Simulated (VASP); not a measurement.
C, 4 atoms in the cell. The cell holds a slab with vacuum, 4 atoms: a = 2.456 Å, b = 2.456 Å, c = 24.134 Å, α = 90.00°, β = 90.00°, γ = 120.00°. 

```yaml
Program: VASP 6.6.1
Task: single point
Functional: PBEsol
Potentials_or_basis: VASP PAW PBE potentials, release 64 (C)
Cutoff: 520 eV
k_mesh: 12 × 12 × 2
Occupations: methfessel-paxton, width 0.1 eV
Spin: no spin polarisation
Dipole_correction: no
Further_INCAR_settings: ALGO = Normal; EDIFF = 1e-07; NBANDS = 16
```

Potentials or basis: VASP PAW PBE potentials, release 64 (C).

The run is started by

```console
$ cat potpaw_PBE.64/C/POTCAR > POTCAR
$ mpirun -np 1 vasp_std > vasp.out
```

Hardware: 1 thread of Intel(R) Xeon(R) 6975P-C (Granite Rapids), with other jobs on the host.

Estimate the wall time of this run.

Wall time 59 s on 1 thread of Intel(R) Xeon(R) 6975P-C (Granite Rapids), with other jobs on the host, peak memory 0.24 GiB. Counts: scf iterations 24, k points 38.
